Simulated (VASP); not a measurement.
# CeO2 (Fm-3m) in VASP: notebook

CeO2 is run at these levels: PBE, r2SCAN; tasks: single point.

Program: VASP 6.6.1. These are calculated values, not measurements. Logs are shortened: lines on timing, memory, paths and dates and some standing lists are left out, and cuts for length are marked.

## 1. The cell of the first run

It takes space group Fm-3m (No. 225, cubic). Conventional cell: a = 5.334 Å, b = 5.334 Å, c = 5.334 Å, α = 90.00°, β = 90.00°, γ = 90.00°. Ce (site symmetry m-3m) has 8 O at 2.31 Å within 3.1 Å. O (site symmetry -43m) has 4 Ce at 2.31 Å and 6 O at 2.67 Å within 3.1 Å.

## 2. Single point, PBE, collinear spin, ferromagnetic start

The input, INCAR:

```
SYSTEM = CeO2
PREC = Accurate
ENCUT = 520
EDIFF = 1E-6
ISMEAR = -1
SIGMA = 0.05
LREAL = .FALSE.
LASPH = .TRUE.
NELM = 150
ALGO = Normal
ISIF = 2
LWAVE = .FALSE.
LCHARG = .FALSE.
ISPIN = 2
MAGMOM = 1 0 0
LORBIT = 11
LMAXMIX = 6
GGA = PE
NBANDS = 23
```

The input, KPOINTS:

```
regular mesh
0
G
  9 9 9
  0 0 0
```

The input, POSCAR:

```
CeO2
1.0
    0.0000000000      2.6671097099      2.6671097099
    2.6671097099      0.0000000000      2.6671097099
    2.6671097099      2.6671097099      0.0000000000
Ce O
1 2
Direct
    0.0000000000      0.0000000000      0.0000000000
    0.7500000000      0.7500000000      0.7500000000
    0.2500000000      0.2500000000      0.2500000000
```

Potentials or basis: VASP PAW PBE potentials, release 64 (Ce, O).

Run with:

```sh
cat potpaw_PBE.64/Ce/POTCAR potpaw_PBE.64/O/POTCAR > POTCAR
mpirun -np 1 vasp_std > vasp.out
```

OUTCAR:

```text
SYSTEM = CeO2
   PREC = Accurate
   ENCUT = 520
   EDIFF = 1E-6
   ISMEAR = -1
   LREAL = .FALSE.
   LASPH = .TRUE.
   NELM = 150
   ISIF = 2
   ISPIN = 2
   LORBIT = 11
   GGA = PE

 ion  position               nearest neighbor table
   1  0.000  0.000  0.000-   2 2.31   2 2.31   2 2.31   2 2.31   3 2.31   3 2.31   3 2.31   3 2.31

   2  0.750  0.750  0.750-   1 2.31   1 2.31   1 2.31   1 2.31
   3  0.250  0.250  0.250-   1 2.31   1 2.31   1 2.31   1 2.31

  LATTYP: Found a face centered cubic cell.
 ALAT       =     5.3342194198

  Lattice vectors:

 A1 = (   0.0000000000,   2.6671097099,   2.6671097099)
 A2 = (   2.6671097099,   0.0000000000,   2.6671097099)
 A3 = (   2.6671097099,   2.6671097099,   0.0000000000)

Analysis of symmetry for initial positions (statically):
=====================================================================
 Subroutine PRICEL returns:
 Original cell was already a primitive cell.

 Routine SETGRP: Setting up the symmetry group for a
 face centered cubic supercell.

 Subroutine GETGRP returns: Found 48 space group operations
 (whereof 48 operations were pure point group operations)
 out of a pool of 48 trial point group operations.

The static configuration has the point symmetry O_h .

Analysis of symmetry for dynamics (positions and initial velocities):
=====================================================================
 Subroutine PRICEL returns:
 Original cell was already a primitive cell.

 Routine SETGRP: Setting up the symmetry group for a
 face centered cubic supercell.

 Subroutine GETGRP returns: Found 48 space group operations
 (whereof 48 operations were pure point group operations)
 out of a pool of 48 trial point group operations.

The dynamic configuration has the point symmetry O_h .

Analysis of structural, dynamic, and magnetic symmetry:
=====================================================================
 Subroutine PRICEL returns:
 Original cell was already a primitive cell.

 Routine SETGRP: Setting up the symmetry group for a
 face centered cubic supercell.

 Subroutine GETGRP returns: Found 48 space group operations
 (whereof 48 operations were pure point group operations)
 out of a pool of 48 trial point group operations.

The overall configuration has the point symmetry O_h .

 Subroutine INISYM returns: Found 48 space group operations
 (whereof 48 operations are pure point group operations),
 and found     1 'primitive' translations

----------------------------------------------------------------------------------------

                                     Primitive cell

  volume of cell :      37.9448

  direct lattice vectors                    reciprocal lattice vectors
     0.000000000  2.667109710  2.667109710    -0.187468854  0.187468854  0.187468854
     2.667109710  0.000000000  2.667109710     0.187468854 -0.187468854  0.187468854
     2.667109710  2.667109710  0.000000000     0.187468854  0.187468854 -0.187468854

  length of vectors
     3.771862724  3.771862724  3.771862724     0.324705579  0.324705579  0.324705579

  position of ions in fractional coordinates (direct lattice)
     0.000000000  0.000000000  0.000000000
     0.750000000  0.750000000  0.750000000
     0.250000000  0.250000000  0.250000000

  ion indices of the primitive-cell ions
   primitive index   ion index
                 1           1
                 2           2
                 3           3

----------------------------------------------------------------------------------------

 KPOINTS: regular mesh

Automatic generation of k-mesh.
 Grid dimensions read from file:
 generate k-points for:    9    9    9

 Generating k-lattice:

  Cartesian coordinates                     Fractional coordinates (reciprocal lattice)
    -0.020829873  0.020829873  0.020829873     0.111111111  0.000000000  0.000000000
     0.020829873 -0.020829873  0.020829873     0.000000000  0.111111111  0.000000000
     0.020829873  0.020829873 -0.020829873     0.000000000  0.000000000  0.111111111

  Length of vectors
     0.036078398  0.036078398  0.036078398

  Shift w.r.t. Gamma in fractional coordinates (k-lattice)
     0.000000000  0.000000000  0.000000000

 Subroutine IBZKPT returns following result:
 ===========================================

 Found     35 irreducible k-points:

 Following reciprocal coordinates:
            Coordinates               Weight
  0.000000  0.000000  0.000000      1.000000
  0.111111  0.000000  0.000000      8.000000
  0.222222  0.000000  0.000000      8.000000
  0.333333  0.000000  0.000000      8.000000
  0.444444  0.000000  0.000000      8.000000
  0.111111  0.111111  0.000000      6.000000
[... 16 lines left out ...]
 -0.333333  0.333333  0.000000     12.000000
  0.444444  0.444444  0.000000      6.000000
 [... further k-points ...]
   k-points           NKPTS =     35   k-points in BZ     NKDIM =     35   number of bands    NBANDS=     23
[... 98 lines left out ...]

 k-point     3 :       0.2222    0.0000    0.0000
  band No.  band energies     occupation
      1     -26.4415      1.00000
      2     -11.8602      1.00000
      3     -10.0728      1.00000
      4      -8.7588      1.00000
      5      -8.7588      1.00000
      6      -7.3359      1.00000
[... 15 lines left out ...]
     22      14.1347      0.00000
     23      17.6592      0.00000
[... 495 lines left out ...]
 k-point    23 :      -0.3333    0.3333    0.0000
  band No.  band energies     occupation
      1     -26.2183      1.00000
      2     -12.5243      1.00000
      3     -12.1733      1.00000
      4      -9.1243      1.00000
      5      -7.4452      1.00000
      6      -6.5157      1.00000
[... 15 lines left out ...]
     22      15.2558      0.00000
     23      15.8444      0.00000

 k-point    24 :       0.4444    0.4444    0.0000
  band No.  band energies     occupation
      1     -26.2072      1.00000
      2     -13.2331      1.00000
      3     -10.5016      1.00000
      4      -9.3276      1.00000
      5      -9.3276      1.00000
      6      -5.3638      1.00000
[... 15 lines left out ...]
     22      14.6617      0.00000
     23      16.8508      0.00000

 [... further k-points ...]

 spin component 2

 k-point     1 :       0.0000    0.0000    0.0000
  band No.  band energies     occupation
      1     -26.5466      1.00000
      2     -10.6197      1.00000
      3      -9.6892      1.00000
      4      -8.6355      1.00000
      5      -8.6355      1.00000
      6      -8.6355      1.00000
[... 15 lines left out ...]
     22      13.0505      0.00000
     23      18.7048      0.00000

 k-point     2 :       0.1111    0.0000    0.0000
  band No.  band energies     occupation
      1     -26.5174      1.00000
      2     -11.0801      1.00000
      3      -9.7945      1.00000
      4      -8.6711      1.00000
      5      -8.6711      1.00000
      6      -8.1725      1.00000
[... 15 lines left out ...]
     22      13.4320      0.00000
     23      18.3173      0.00000

 k-point     3 :       0.2222    0.0000    0.0000
  band No.  band energies     occupation
      1     -26.4415      1.00000
      2     -11.8602      1.00000
      3     -10.0728      1.00000
      4      -8.7587      1.00000
      5      -8.7587      1.00000
      6      -7.3358      1.00000
[... 15 lines left out ...]
     22      14.1347      0.00000
     23      17.6593      0.00000
[... 495 lines left out ...]
 k-point    23 :      -0.3333    0.3333    0.0000
  band No.  band energies     occupation
      1     -26.2182      1.00000
      2     -12.5243      1.00000
      3     -12.1733      1.00000
      4      -9.1242      1.00000
      5      -7.4452      1.00000
      6      -6.5156      1.00000
[... 15 lines left out ...]
     22      15.2558      0.00000
     23      15.8445      0.00000

 k-point    24 :       0.4444    0.4444    0.0000
  band No.  band energies     occupation
      1     -26.2071      1.00000
      2     -13.2331      1.00000
      3     -10.5016      1.00000
      4      -9.3275      1.00000
      5      -9.3275      1.00000
      6      -5.3637      1.00000
[... 15 lines left out ...]
     22      14.6618      0.00000
     23      16.8509      0.00000

 [... further k-points ...]

------------------------ aborting loop because EDIFF is reached ----------------------------------------

  FORCE on cell =-STRESS in cart. coord.  units (eV):
  Direction    XX          YY          ZZ          XY          YZ          ZX
  --------------------------------------------------------------------------------------
  -------------------------------------------------------------------------------------
  Total        3.4870617      3.4870617      3.4870617     -0.0000000     -0.0000000     -0.0000000
  in kB      147.2372079    147.2372079    147.2372079     -0.0000000     -0.0000000     -0.0000000
  external PRESSURE =     147.2372079 kB  Pullay stress =       0.0000000 kB

 VOLUME and BASIS-vectors are now :
 -----------------------------------------------------------------------------
  energy-cutoff  :      520.00
  volume of cell :       37.94
      direct lattice vectors                 reciprocal lattice vectors
     0.000000000  2.667109710  2.667109710    -0.187468854  0.187468854  0.187468854
     2.667109710  0.000000000  2.667109710     0.187468854 -0.187468854  0.187468854
     2.667109710  2.667109710  0.000000000     0.187468854  0.187468854 -0.187468854

 POSITION                                       TOTAL-FORCE (eV/Angst)
 -----------------------------------------------------------------------------------
      0.00000      0.00000      0.00000        -0.000000      0.000000      0.000000
      4.00066      4.00066      4.00066         0.000000      0.000000      0.000000
      1.33355      1.33355      1.33355        -0.000000     -0.000000     -0.000000
 -----------------------------------------------------------------------------------
    total drift:                                0.000000      0.000000      0.000000

  FREE ENERGIE OF THE ION-ELECTRON SYSTEM (eV)
  ---------------------------------------------------
  free  energy   TOTEN  =       -26.1030129171 eV

  energy  without entropy=      -26.1030129167  energy(sigma->0) =      -26.10301292

 total charge

# of ion       s       p       d       f       tot
--------------------------------------------------
    1        2.028   5.818   0.957   0.990   9.792
    2        1.580   3.463   0.000   0.000   5.043
    3        1.580   3.463   0.000   0.000   5.043
--------------------------------------------------
tot          5.188  12.744   0.957   0.990  19.879

 magnetization (x)

# of ion       s       p       d       f       tot
--------------------------------------------------
    1        0.000   0.000   0.000   0.000   0.000
    2       -0.000  -0.000   0.000   0.000  -0.000
    3       -0.000  -0.000   0.000   0.000  -0.000
--------------------------------------------------
tot          0.000   0.000   0.000   0.000   0.000
```

Run time: 90 s. Hardware: 1 thread of Intel Xeon 8259CL, shared host; peak memory 0.22 GiB.

Results:

```
Free energy                                           : -26.1030 eV
Pressure                                              : 14.7 GPa
Band gap on the k mesh                                : 2.14 eV (least direct gap 2.20 eV)
Net moment                                            : 0.00 μB per cell
Valence electrons inside the program's atomic spheres : Ce 9.79; O 5.04
```

Levels at points of the mesh, in eV from the valence-band top:
Spin up:
```csv
k point,band 9,band 10,band 11,band 12,band 13,band 14,band 15,band 16
"(0.00, 0.00, 0.00)",-4.10,-0.66,-0.66,-0.66,2.49,2.49,2.49,2.77
```
Spin down:
```tsv
k point	band 9	band 10	band 11	band 12	band 13	band 14	band 15	band 16
(0.00, 0.00, 0.00)	-4.10	-0.66	-0.66	-0.66	2.49	2.49	2.49	2.77
```

Caveat: the magnetic or orbital state may not be the lowest; the cell stands under pressure; the moments typed at the start vanished in this run; spin-orbit coupling is left out, which moves the levels of the heavy elements; an odd mesh through Γ misses points on the zone boundary, where band edges can lie.

## 3. Single point, PBE, collinear spin, ferromagnetic start

This run uses another cell than the first one, of 13.18 Å³/atom.

The input, INCAR:

```
SYSTEM = CeO2
  ALGO = Normal
  EDIFF = 1E-6
  ENCUT = 520
  GGA = PE
  ISIF = 2
  ISMEAR = -1
  ISPIN = 2
  LASPH = .TRUE.
  LCHARG = .TRUE.
  LELF = .TRUE.
  LMAXMIX = 6
  LORBIT = 11
  LREAL = .FALSE.
  LVHAR = .TRUE.
  LWAVE = .FALSE.
  MAGMOM = 1 0 0
  NBANDS = 23
  NELM = 150
  PREC = Accurate
  SIGMA = 0.05
```

The input, KPOINTS:

```
k-points
0
G
  9 9 9
  0 0 0
```

The input, POSCAR:

```
CeO2
1.0
    0.0000000000      2.7036500000      2.7036500000
    2.7036500000      0.0000000000      2.7036500000
    2.7036500000      2.7036500000      0.0000000000
Ce O
1 2
Direct
    0.0000000000      0.0000000000      0.0000000000
    0.7500000000      0.7500000000      0.7500000000
    0.2500000000      0.2500000000      0.2500000000
```

Potentials or basis: VASP PAW PBE potentials, release 64 (Ce, O).

Run with:

```sh
cat potpaw_PBE.64/Ce/POTCAR potpaw_PBE.64/O/POTCAR > POTCAR
mpirun -np 1 vasp_std > vasp.out
```

It took 92 s on 1 thread of Intel Xeon 8259CL, shared host; peak memory 0.22 GiB.

The run converged. Its results:

```yaml
Free_energy: -26.2057 eV
Pressure: 5.9 GPa
Band_gap_on_the_k_mesh: 2.02 eV (least direct gap 2.08 eV)
Net_moment: 0.00 μB per cell
Valence_electrons_inside_the_program's_atomic_spheres: Ce 9.70; O 5.02
```

Levels at points of the mesh, in eV from the valence-band top:
Spin up:
```
           k point  band 8  band 9  band 10  band 11  band 12  band 13  band 14  band 15  band 16  band 17
(0.00, 0.00, 0.00)   -3.85   -3.85    -0.58    -0.58    -0.58     2.33     2.33     2.33     2.58     2.99
```
Spin down:
```
           k point  band 10  band 11  band 12  band 13  band 14  band 15
(0.00, 0.00, 0.00)    -0.58    -0.58    -0.58     2.33     2.33     2.33
```

Caveat: the magnetic or orbital state may not be the lowest; the cell stands under pressure; the moments typed at the start vanished in this run; spin-orbit coupling is left out, which moves the levels of the heavy elements; an odd mesh through Γ misses points on the zone boundary, where band edges can lie. The state reached can hang on the start; a lower one may exist.

## 4. Single point, r2SCAN, collinear spin, ferromagnetic start

This run uses another cell than the first one, of 12.38 Å³/atom.

The input, POSCAR:

```
CeO2
1.0
    0.0000000000      2.6484579828      2.6484579828
    2.6484579828      0.0000000000      2.6484579828
    2.6484579828      2.6484579828      0.0000000000
Ce O
1 2
Direct
    0.0000000000      0.0000000000      0.0000000000
    0.7500000000      0.7500000000      0.7500000000
    0.2500000000      0.2500000000      0.2500000000
```

The input, INCAR.step1:

```
SYSTEM = CeO2
  PREC = Accurate
  ENCUT = 520
  ISMEAR = -1
  SIGMA = 0.05
  LREAL = .False.
  LASPH = .True.
  NELM = 150
  ISPIN = 2
  MAGMOM = 1 0 0
  LMAXMIX = 6
  NBANDS = 23
  GGA = PE
  ALGO = Normal
  EDIFF = 1E-4
  LWAVE = .True.
  LCHARG = .False.
```

The input, INCAR.step2:

```
SYSTEM = CeO2
  PREC = Accurate
  ENCUT = 520
  EDIFF = 1E-7
  ISMEAR = -1
  SIGMA = 0.05
  LREAL = .False.
  LASPH = .True.
  NELM = 150
  ALGO = Normal
  ISIF = 2
  LWAVE = .False.
  LCHARG = .True.
  ISPIN = 2
  MAGMOM = 1 0 0
  LORBIT = 11
  LMAXMIX = 6
  METAGGA = R2SCAN
  LMIXTAU = .True.
  LELF = .True.
  LVHAR = .True.
  NBANDS = 23
  ISTART = 1
```

The input, KPOINTS:

```
regular mesh
0
Gamma
  9 9 9
  0 0 0
```

Run with:

```sh
cat potpaw_PBE.64/Ce/POTCAR potpaw_PBE.64/O/POTCAR > POTCAR
cp INCAR.step1 INCAR
mpirun -np 1 vasp_std > vasp.out
cp INCAR.step2 INCAR
mpirun -np 1 vasp_std > vasp.out
```

It took 5 min on 1 thread of Intel Xeon 8259CL, shared host; peak memory 0.23 GiB.

The run converged. Its results:

* Free energy: -53.8715 eV
* Pressure: 17.6 GPa
* Band gap on the k mesh: 2.49 eV (least direct gap 2.57 eV)
* Net moment: 0.00 μB per cell
* Valence electrons inside the program's atomic spheres: Ce 9.84; O 5.09

Levels at points of the mesh, in eV from the valence-band top:
Spin up:
```tsv
k point	band 10	band 11	band 12	band 13	band 14	band 15
(0.00, 0.00, 0.00)	-0.70	-0.70	-0.70	2.96	2.96	2.96
```
Spin down:
```tsv
k point	band 10	band 11	band 12	band 13	band 14	band 15
(0.00, 0.00, 0.00)	-0.70	-0.70	-0.70	2.96	2.96	2.96
```

Caveat: the magnetic or orbital state may not be the lowest; the cell stands under pressure; the moments typed at the start vanished in this run; the PAW data sets were made with another functional, which shifts forces and pressure a little; spin-orbit coupling is left out, which moves the levels of the heavy elements; an odd mesh through Γ misses points on the zone boundary, where band edges can lie.

## 5. Single point, r2SCAN, collinear spin, ferromagnetic start

The input, POSCAR:

```
CeO2
1.0
    0.0000000000      2.6671097099      2.6671097099
    2.6671097099      0.0000000000      2.6671097099
    2.6671097099      2.6671097099      0.0000000000
Ce O
1 2
Direct
    0.0000000000      0.0000000000      0.0000000000
    0.7500000000      0.7500000000      0.7500000000
    0.2500000000      0.2500000000      0.2500000000
```

The input, INCAR.step1:

```
ALGO = Normal
EDIFF = 1E-4
ENCUT = 520
GGA = PE
ISMEAR = -1
ISPIN = 2
LASPH = True
LCHARG = False
LMAXMIX = 6
LREAL = False
LWAVE = True
MAGMOM = 1 0 0
NBANDS = 23
NELM = 150
PREC = Accurate
SIGMA = 0.05
```

The input, INCAR.step2:

```
ALGO = Normal
EDIFF = 1E-6
ENCUT = 520
ISIF = 2
ISMEAR = -1
ISPIN = 2
ISTART = 1
LASPH = True
LCHARG = True
LELF = True
LMAXMIX = 6
LMIXTAU = True
LORBIT = 11
LREAL = False
LVHAR = True
LWAVE = False
MAGMOM = 1 0 0
METAGGA = R2SCAN
NBANDS = 23
NELM = 150
PREC = Accurate
SIGMA = 0.05
```

The input, KPOINTS:

```
k-points
0
Gamma
  9 9 9
```

Run with:

```sh
cat potpaw_PBE.64/Ce/POTCAR potpaw_PBE.64/O/POTCAR > POTCAR
cp INCAR.step1 INCAR
mpirun -np 1 vasp_std > vasp.out
cp INCAR.step2 INCAR
mpirun -np 1 vasp_std > vasp.out
```

It took 4.6 min on 1 thread of Intel Xeon 8259CL, shared host; peak memory 0.23 GiB.

Results (log left out):

| Item | Value |
| --- | --- |
| Free energy | -53.9469 eV |
| Pressure | 12.2 GPa |
| Band gap on the k mesh | 2.42 eV (least direct gap 2.50 eV) |
| Net moment | 0.00 μB per cell |
| Valence electrons inside the program's atomic spheres | Ce 9.79; O 5.08 |

Levels at points of the mesh, in eV from the valence-band top:
Spin up:
```csv
k point,band 10,band 11,band 12,band 13,band 14,band 15
"(0.00, 0.00, 0.00)",-0.66,-0.66,-0.66,2.87,2.87,2.87
```
Spin down:
```tsv
k point	band 10	band 11	band 12	band 13	band 14	band 15
(0.00, 0.00, 0.00)	-0.66	-0.66	-0.66	2.87	2.87	2.87
```

Caveat: the magnetic or orbital state may not be the lowest; the cell stands under pressure; the moments typed at the start vanished in this run; the PAW data sets were made with another functional, which shifts forces and pressure a little; spin-orbit coupling is left out, which moves the levels of the heavy elements; an odd mesh through Γ misses points on the zone boundary, where band edges can lie.

## 6. Overview

```tsv
level	cell	gap on the mesh (eV)	pressure (GPa)	moment (μB)
PBE	a = 3.772 Å, angles 60.0°, 3 atoms	2.14	14.7	0.00
PBE	a = 3.824 Å, angles 60.0°, 3 atoms	2.02	5.9	0.00
r2SCAN	a = 3.745 Å, angles 60.0°, 3 atoms	2.49	17.6	0.00
r2SCAN	a = 3.772 Å, angles 60.0°, 3 atoms	2.42	12.2	0.00
```

Alike in all rows: task single point; potentials or basis VASP PAW PBE potentials, release 64 (Ce, O); spin collinear, ferromagnetic start; k mesh 9 × 9 × 9; cutoff (eV) 520; smearing fermi-dirac 0.05 eV.

Caveats: the magnetic or orbital state may not be the lowest; the cell stands under pressure; the moments typed at the start vanished in this run; spin-orbit coupling is left out, which moves the levels of the heavy elements; an odd mesh through Γ misses points on the zone boundary, where band edges can lie; the PAW data sets were made with another functional, which shifts forces and pressure a little (at least some runs).

Total energies depend on the potentials used, so only differences within one code and one set of settings carry meaning.
